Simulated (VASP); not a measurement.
Pd, 1 atom in the cell. Symmetry: Im-3m, No. 229, cubic system. Conventional cell: a = 3.086 Å, b = 3.086 Å, c = 3.086 Å, α = 90.00°, β = 90.00°, γ = 90.00°. Within 3.5 Å of Pd (site symmetry m-3m) lie 14 Pd at 2.67 to 3.09 Å. This isn't the form of Pd at room conditions, which is fcc.

| Quantity | Value |
| --- | --- |
| Program | VASP 6.6.1 |
| Task | single point |
| Functional | PBEsol |
| Potentials or basis | VASP PAW PBE potentials, release 64 (Pd) |
| Cutoff | 500 eV |
| k mesh | 8 × 8 × 8 |
| Occupations | gaussian, width 0.1 eV |
| Spin | no spin polarisation |
| Dipole correction | no |
| Further INCAR settings | ALGO = Normal; EDIFF = 1e-06; NBANDS = 11 |

Potentials or basis: VASP PAW PBE potentials, release 64 (Pd).

Run with:

```bash
$ cat potpaw_PBE.64/Pd/POTCAR > POTCAR
$ mpirun -np 1 vasp_std > vasp.out
```

Hardware: 1 thread of Intel(R) Xeon(R) Platinum 8259CL CPU @ 2.50GHz (Skylake/Cascade Lake), on a shared host.

Q: Estimate the wall time of this run.

A: It took 3.8 s on 1 thread of Intel(R) Xeon(R) Platinum 8259CL CPU @ 2.50GHz (Skylake/Cascade Lake), on a shared host, peak memory 0.12 GiB. Counts: scf iterations 11, k points 29.
